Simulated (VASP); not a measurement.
Set up this calculation in VASP 6.6.1, as the native input.

| Quantity | Value |
| --- | --- |
| Task | single point |
| Functional | PBE |
| Potentials or basis | VASP PAW PBE potentials, release 64 (Sn_d, Te) |
| Cutoff | 520 eV |
| k mesh | 10 × 10 × 10 |
| Occupations | gaussian, width 0.01 eV |
| Spin | no spin polarisation |
| Dipole correction | no |
| Further INCAR settings | ALGO = Normal; EDIFF = 1e-06; NBANDS = 17 |

The structure of SnTe lies in POSCAR:

```
SnTe
1.0
    0.0000000000      3.2064870610      3.2064870610
    3.2064870610      0.0000000000      3.2064870610
    3.2064870610      3.2064870610      0.0000000000
Sn Te
1 1
Direct
    0.0000000000      0.0000000000      0.0000000000
    0.5000000000      0.5000000000      0.5000000000
```

The input as run:

INCAR

```
SYSTEM = SnTe
PREC = Accurate
ENCUT = 520
EDIFF = 1E-6
ISMEAR = 0
SIGMA = 0.01
LREAL = .FALSE.
LASPH = .TRUE.
NELM = 80
ALGO = Normal
ISIF = 2
LWAVE = .FALSE.
LCHARG = .FALSE.
GGA = PE
NBANDS = 17
```

KPOINTS

```
regular mesh
0
G
  10 10 10
  0 0 0
```

Potentials or basis: VASP PAW PBE potentials, release 64 (Sn_d, Te).

Run with:

```bash
$ cat potpaw_PBE.64/Sn_d/POTCAR potpaw_PBE.64/Te/POTCAR > POTCAR
$ mpirun -np 1 vasp_std > vasp.out
```

It gave:

```yaml
Pressure: -0.1 GPa
Band_gap_on_the_k_mesh: 0.06 eV, direct
```

Caveat: spin-orbit coupling is left out, which moves the levels of the heavy elements.

Wall time 18 s on 1 thread of Intel(R) Xeon(R) 6975P-C (Granite Rapids) (shared host), peak memory 0.23 GiB.
